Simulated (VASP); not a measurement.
A run of VASP 6.6.1 is set up as follows.

Contents of INCAR:

```
  PREC = Accurate
  ENCUT = 520
  EDIFF = 1E-6
  ISMEAR = 0
  SIGMA = 0.05
  LREAL = False
  LASPH = True
  NELM = 80
  ALGO = Normal
  ISIF = 2
  LWAVE = False
  LCHARG = False
  GGA = PE
  NBANDS = 26
```

File KPOINTS:

```
Automatic mesh
0
Gamma
  12 12 4
```

The input POSCAR:

```
ZnS
1.0
    3.8454929889      0.0000000000      0.0000000000
   -1.9227464944      3.3302946184      0.0000000000
    0.0000000000      0.0000000000      6.3053333047
Zn S
2 2
Direct
    0.3333333333      0.6666666667      0.0052197899
    0.6666666667      0.3333333333      0.5052197899
    0.3567373547      0.6900706880      0.3797802101
    0.6666666667      0.3333333333      0.8797802101
```

Potentials or basis: VASP PAW PBE potentials, release 64 (Zn, S).

The run is started by

```bash
$ cat potpaw_PBE.64/Zn/POTCAR potpaw_PBE.64/S/POTCAR > POTCAR
$ mpirun -np 1 vasp_std > vasp.out
```

(1) Estimate the pressure.

(2) What does it give for the band gap on the k mesh?

(3) Predict the largest force.

Results:

(1) 0.3 GPa.

(2) 2.06 eV.

(3) 0.558 eV/Å.

Caveat: the cell differs from its parent crystal (atom 3 (S) moved -0.090 Å towards its neighbour atom 3 (S) at 3.845 Å).
